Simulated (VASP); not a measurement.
# Bi (Im-3m) in VASP: notebook, part 2 of 2

VASP 6.6.1. Earlier steps stand in the parts before.

### Step 3. Single point, LDA

This run uses another cell than the first one, of 32.98 Å³/atom, 1.060 times its volume.

Contents of INCAR:

```
SYSTEM = Bi
  PREC = Accurate
  ENCUT = 520
  EDIFF = 1E-7
  ISMEAR = 0
  SIGMA = 0.05
  LREAL = .False.
  LASPH = .True.
  NELM = 100
  ALGO = Normal
  ISIF = 2
  LWAVE = .False.
  LCHARG = .False.
  NBANDS = 14
```

Contents of KPOINTS:

```
Automatic mesh
0
Gamma
  12 12 12
  0 0 0
```

Contents of POSCAR:

```
Bi
1.0
   -2.0202919770      2.0202919770      2.0202919770
    2.0202919770     -2.0202919770      2.0202919770
    2.0202919770      2.0202919770     -2.0202919770
Bi
1
Direct
    0.0000000000      0.0000000000      0.0000000000
```

Potentials or basis: VASP PAW LDA potentials, release 64 (Bi_d).

Started as:

```sh
> cat potpaw_LDA.64/Bi_d/POTCAR > POTCAR
> mpirun -np 1 vasp_std > vasp.out
```

OUTCAR:

```text
SYSTEM = Bi
   PREC = Accurate
   ENCUT = 520
   EDIFF = 1E-7
   ISMEAR = 0
   LREAL = .False.
   LASPH = .True.
   NELM = 100
   ISIF = 2

 ion  position               nearest neighbor table
   1  0.000  0.000  0.000-

  LATTYP: Found a body centered cubic cell.
 ALAT       =     4.0405839540

  Lattice vectors:

 A1 = (  -2.0202919770,   2.0202919770,   2.0202919770)
 A2 = (   2.0202919770,  -2.0202919770,   2.0202919770)
 A3 = (   2.0202919770,   2.0202919770,  -2.0202919770)

Analysis of symmetry for initial positions (statically):
=====================================================================
 Subroutine PRICEL returns:
 Original cell was already a primitive cell.

 Routine SETGRP: Setting up the symmetry group for a
 body centered cubic supercell.

 Subroutine GETGRP returns: Found 48 space group operations
 (whereof 48 operations were pure point group operations)
 out of a pool of 48 trial point group operations.

The static configuration has the point symmetry O_h .

Analysis of symmetry for dynamics (positions and initial velocities):
=====================================================================
 Subroutine PRICEL returns:
 Original cell was already a primitive cell.

 Routine SETGRP: Setting up the symmetry group for a
 body centered cubic supercell.

 Subroutine GETGRP returns: Found 48 space group operations
 (whereof 48 operations were pure point group operations)
 out of a pool of 48 trial point group operations.

The dynamic configuration has the point symmetry O_h .

 Subroutine INISYM returns: Found 48 space group operations
 (whereof 48 operations are pure point group operations),
 and found     1 'primitive' translations

----------------------------------------------------------------------------------------

                                     Primitive cell

[... 109 lines left out ...]
  volume/ion in A,a.u.               =      32.98       222.59
  Fermi-wavevector in a.u.,A,eV,Ry     =   1.258938  2.379048 21.564223  1.584926
  Thomas-Fermi vector in A             =   2.392523
   LORBIT       =      0    0 simple, 1 ext, 2 COOP (PROOUT), +10 PAW based schemes
   GGA     = CA    functional components
   LHFCALC =     F    Hartree Fock is set to
   AEXX    =    0.0000 exact exchange contribution
   IVDW    =     0    specifies the selected vdW correction
   LEPSILON=     F    determine dielectric tensor
   LRPA    =     F    only Hartree local field effects (RPA)
 non-spin polarized calculation
 Gauss-broadening in eV      SIGMA  =   0.05
  energy-cutoff  :      520.00
  volume of cell :       32.98
 maximum number of plane-waves:       935
 NGX is ok and might be reduce to    28
   NGX = 13   NGY = 13   NGZ = 13

 number of electron      15.0000006 magnetization

 Free energy of the ion-electron system (eV)
  ---------------------------------------------------
  ext. energy  EPLUGINS =         0.00000000
  ---------------------------------------------------
  free energy    TOTEN  =        -4.40047632 eV

  energy without entropy =       -4.39888354  energy(sigma->0) =       -4.39967993

 E-fermi :   7.0212     XC(G=0): -10.2588

 val. band max:        6.8584892175   @ k =  -0.1667   0.2500   0.0833
 cond. band min:       7.0252218399   @ k =  -0.4167   0.5000   0.0833
 fundamental gap:      0.1667326224
 Fermi energy:         7.0211964385

 k-point     1 :       0.0000    0.0000    0.0000
  band No.  band energies     occupation
      1     -15.9766      2.00000
      2     -15.9766      2.00000
      3     -15.9766      2.00000
      4     -15.8685      2.00000
      5     -15.8685      2.00000
      6      -6.1880      2.00000
      7      11.6012      0.00000
      8      11.6012      0.00000
      9      11.6012      0.00000
     10      15.4633      0.00000
     11      17.4630      0.00000
     12      17.4630      0.00000
     13      17.4630      0.00000
     14      18.3190      0.00000
[... 377 lines left out ...]
      1     -15.9976      2.00000
      2     -15.9447      2.00000
      3     -15.8750      2.00000
      4     -15.8743      2.00000
      5     -15.8173      2.00000
      6      -3.3668      2.00000
      7       2.5255      2.00000
      8       7.0762      0.11962
      9       8.8059      0.00000
     10      14.7480      0.00000
     11      16.1824      0.00000
     12      19.4398      0.00000
     13      20.6140      0.00000
     14      22.8746      0.00000

 [... further k-points ...]
[... 5 lines left out ...]
  --------------------------------------------------------------------------------------
  -------------------------------------------------------------------------------------
  Total       -1.2073233     -1.2073233     -1.2073233     -0.0000000      0.0000000     -0.0000000
  in kB      -58.6451028    -58.6451028    -58.6451028     -0.0000000      0.0000000     -0.0000000
  external PRESSURE =     -58.6451028 kB  Pullay stress =       0.0000000 kB

 VOLUME and BASIS-vectors are now :
 -----------------------------------------------------------------------------
  energy-cutoff  :      520.00
  volume of cell :       32.98
      direct lattice vectors                 reciprocal lattice vectors
    -2.020291977  2.020291977  2.020291977     0.000000000  0.247488980  0.247488980
     2.020291977 -2.020291977  2.020291977     0.247488980  0.000000000  0.247488980
     2.020291977  2.020291977 -2.020291977     0.247488980  0.247488980  0.000000000

 POSITION                                       TOTAL-FORCE (eV/Angst)
 -----------------------------------------------------------------------------------
      0.00000      0.00000      0.00000         0.000000      0.000000     -0.000000
 -----------------------------------------------------------------------------------
    total drift:                               -0.000000     -0.000000     -0.000000

  FREE ENERGIE OF THE ION-ELECTRON SYSTEM (eV)
  ---------------------------------------------------
  free  energy   TOTEN  =        -4.4004763222 eV

  energy  without entropy=       -4.3988835438  energy(sigma->0) =       -4.39967993
```

OSZICAR:

```text
N       E                     dE             d eps       ncg     rms          rms(c)
DAV:   1     0.114026042805E+03    0.11403E+03   -0.77723E+03  2058   0.120E+03
DAV:   2     0.242575568384E+01   -0.11160E+03   -0.10804E+03  2160   0.337E+02
DAV:   3    -0.424386702955E+01   -0.66696E+01   -0.66522E+01  2546   0.804E+01
DAV:   4    -0.440324821940E+01   -0.15938E+00   -0.15935E+00  2606   0.132E+01
DAV:   5    -0.441020846378E+01   -0.69602E-02   -0.69600E-02  2866   0.248E+00    0.479E-01
DAV:   6    -0.440269372416E+01    0.75147E-02   -0.98719E-03  2694   0.130E+00    0.283E-01
DAV:   7    -0.440055663969E+01    0.21371E-02   -0.56197E-03  2658   0.955E-01    0.788E-02
DAV:   8    -0.440047540243E+01    0.81237E-04   -0.49004E-04  2598   0.342E-01    0.113E-02
DAV:   9    -0.440047624507E+01   -0.84264E-06   -0.12891E-05  2810   0.492E-02    0.468E-03
DAV:  10    -0.440047631980E+01   -0.74729E-07   -0.13512E-06  2776   0.152E-02    0.319E-04
DAV:  11    -0.440047632222E+01   -0.24222E-08   -0.38285E-08  1806   0.212E-03
   1 F= -.44004763E+01 E0= -.43996799E+01  d E =-.159278E-02
```

stdout:

```text
POSCAR found type information on POSCAR Bi
 POSCAR found :  1 types and       1 ions
 scaLAPACK will be used
 LDA part: xc-table for (Slater(with rela. corr.)+CA(PZ))
 , standard interpolation
 POSCAR, INCAR and KPOINTS ok, starting setup
 FFT: planning ... GRIDC
 FFT: planning ... GRID_SOFT
 FFT: planning ... GRID
 WAVECAR not read
 entering main loop
```

Run time: 24 s. Hardware: 1 thread of Intel Xeon Platinum 8375C at 2.90GHz (Ice Lake), shared host; peak memory 0.15 GiB.

What came out:

| Quantity | Value |
| --- | --- |
| Free energy | -4.4005 eV |
| Pressure | -5.9 GPa |

Caveat: spin-orbit coupling is left out, which moves the levels of the heavy elements.

### Step 4. Single point, r2SCAN

Contents of POSCAR:

```
Bi
1.0
   -1.9814305318      1.9814305318      1.9814305318
    1.9814305318     -1.9814305318      1.9814305318
    1.9814305318      1.9814305318     -1.9814305318
Bi
1
Direct
    0.0000000000      0.0000000000      0.0000000000
```

Contents of INCAR.step1:

```
PREC = Accurate
ENCUT = 520
ISMEAR = 0
SIGMA = 0.05
LREAL = F
LASPH = T
NELM = 100
NBANDS = 14
GGA = PE
ALGO = Normal
EDIFF = 1E-4
LWAVE = T
LCHARG = F
```

Contents of INCAR.step2:

```
PREC = Accurate
ENCUT = 520
EDIFF = 1E-7
ISMEAR = 0
SIGMA = 0.05
LREAL = F
LASPH = T
NELM = 100
ALGO = Normal
ISIF = 2
LWAVE = F
LCHARG = F
METAGGA = R2SCAN
LMIXTAU = T
NBANDS = 14
ISTART = 1
```

Contents of KPOINTS:

```
Automatic mesh
0
Gamma
  12 12 12
```

Potentials or basis: VASP PAW PBE potentials, release 64 (Bi_d).

Started as:

```sh
> cat potpaw_PBE.64/Bi_d/POTCAR > POTCAR
> cp INCAR.step1 INCAR
> mpirun -np 1 vasp_std > vasp.out
> cp INCAR.step2 INCAR
> mpirun -np 1 vasp_std > vasp.out
```

Run time: 1.7 min. Hardware: 1 thread of Intel Xeon Platinum 8375C at 2.90GHz (Ice Lake), shared host; peak memory 0.18 GiB.

Results (log left out):

| Quantity | Value |
| --- | --- |
| Free energy | -58.2769 eV |
| Pressure | -0.3 GPa |

Levels at points of the mesh, in eV from the Fermi level:
```csv
k point,band 3,band 4,band 5,band 6,band 7,band 8,band 9,band 10,band 11,band 12
"(0.00, 0.00, 0.00)",-23.83,-23.69,-23.69,-14.20,5.27,5.27,5.27,10.04,11.21,11.21
"(0.50, 0.00, 0.00)",-23.70,-23.70,-23.59,-10.95,-5.38,1.49,3.64,6.49,7.92,13.21
"(0.50, 0.50, 0.50)",-23.62,-23.62,-23.62,-8.64,-2.06,-2.06,-2.06,3.93,3.93,16.16
```

Caveat: the PAW data sets were made with another functional, which shifts forces and pressure a little; spin-orbit coupling is left out, which moves the levels of the heavy elements.

### Step 5. Overview

```tsv
level	potentials or basis	cell	gap on the mesh (eV)	pressure (GPa)
LDA	VASP PAW LDA potentials, release 64 (Bi_d)	a = 3.432 Å, angles 109.5°, 1 atom	none	-3.4
LDA	VASP PAW LDA potentials, release 64 (Bi_d)	a = 3.499 Å, angles 109.5°, 1 atom	none	-5.9
r2SCAN	VASP PAW PBE potentials, release 64 (Bi_d)	a = 3.432 Å, angles 109.5°, 1 atom	none	-0.3
```

Alike in all rows: task single point; no spin polarisation; k mesh 12 × 12 × 12; cutoff (eV) 520; smearing gaussian 0.05 eV.

Caveats: spin-orbit coupling is left out, which moves the levels of the heavy elements; the PAW data sets were made with another functional, which shifts forces and pressure a little (some runs).

Absolute energies hang on the potentials; compare differences alone.
